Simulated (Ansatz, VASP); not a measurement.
# Two plane-wave programs on Yb

INCAR

```
SYSTEM = Yb
PREC = Accurate
ENCUT = 520
EDIFF = 1E-8
ISMEAR = -1
SIGMA = 0.05
LREAL = .False.
LASPH = .True.
NELM = 100
ALGO = Normal
ISIF = 2
LWAVE = .False.
LCHARG = .False.
GGA = PE
LEFG = .True.
NBANDS = 18
```

KPOINTS

```
regular mesh
0
Gamma
  13 13 13
  0 0 0
```

The input POSCAR:

```
Yb
1.0
    0.0000000000      2.6624926586      2.6624926586
    2.6624926586      0.0000000000      2.6624926586
    2.6624926586      2.6624926586      0.0000000000
Yb
1
Direct
    0.0000000000      0.0000000000      0.0000000000
```

Input for Ansatz:

```yaml
crystal:
  lattice:
    - [0.0, 2.6624926586, 2.6624926586]
    - [2.6624926586, 0.0, 2.6624926586]
    - [2.6624926586, 2.6624926586, 0.0]
  atoms:
    - { symbol: Yb, position: [0.0, 0.0, 0.0] }
kpoints:
  mp_grid: { grid: [13, 13, 13] }
scf:
  occupations: { method: fermi_dirac, width: 0.05 }
hamiltonian:
  xc: pbe
  pseudopotentials: { kind: paw }
output:
  forces: true
  stress: true
  eigenvalues: true
  efg: { contact_densities: true }
```

Change from the starting cell: volume scaled by 1.06, PAW files.

Alike in both runs: task electric field gradients; functional PBE; k mesh 13 × 13 × 13; occupations fermi-dirac, width 0.05 eV; no spin polarisation.

|  | VASP | Ansatz |
| --- | --- | --- |
| version | VASP 6.6.1 | Ansatz 0.2.0 |
| potentials or method | VASP PAW PBE potentials, release 64 (Yb) | PAW with Ansatz's default frozen-core files, scalar-relativistic |
| plane-wave cutoff (eV) | 520 | 420 |
| valence electrons in the cell | 24 | 24 |

Ansatz gave:

- pressure (GPa): -1.0

Question: Which values does VASP return?

Answer: Pressure (GPa): -1.3.

With one functional, cell and mesh, what is left measures potentials, basis and numerics.

Neither program's run includes spin-orbit coupling.
